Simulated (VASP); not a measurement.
Crystal: SrCa.

```
Sr Ca
1.0
     4.12834    0.00000    0.00000
    -2.06417    3.57525    0.00000
     0.00000    0.00000    6.78875
Sr Ca
1 1
Direct
  0.66667 0.33333 0.50000
  0.00000 0.00000 0.00000
```

- Program: VASP 6.6.1
- Task: relaxation of cell and atoms
- Functional: PBEsol
- Potentials or basis: VASP PAW PBE potentials, release 64 (Sr_sv, Ca_sv)
- Cutoff: 600 eV
- k mesh: 7 × 7 × 4
- Occupations: fermi-dirac, width 0.1 eV
- Spin: no spin polarisation

At the start: pressure -1.0 GPa; volume 50.10 Å³/atom.

Question: How do energy, volume and symmetry change on relaxing?

Answer: Over 3 steps the energy falls by 11.2 meV/atom and the volume is 46.58 Å³/atom (-7.0 %); space group P-6m2 (No. 187, to 0.1 Å) before and after.

The path:
```
step  energy change (eV)  largest force (eV/Å)  pressure (GPa)  volume (Å³)
   1              0.0000                0.0000           -0.95       100.20
   2             -0.0185                0.0000           -0.42        95.95
   3             -0.0225                0.0000           -0.02        93.16
```

Final structure:
```cif
data_structure
_symmetry_space_group_name_H-M 'P 1'
_symmetry_Int_Tables_number 1
_cell_length_a 4.0266
_cell_length_b 4.0266
_cell_length_c 6.6349
_cell_angle_alpha 90.000
_cell_angle_beta 90.000
_cell_angle_gamma 120.000
_cell_volume 93.16
loop_
_atom_site_label
_atom_site_type_symbol
_atom_site_fract_x
_atom_site_fract_y
_atom_site_fract_z
_atom_site_occupancy
Sr1 Sr 0.66667 0.33333 0.50000 1
Ca1 Ca 0.00000 0.00000 0.00000 1
```

Caveat: the PAW data sets were made with another functional, which shifts forces and pressure a little.
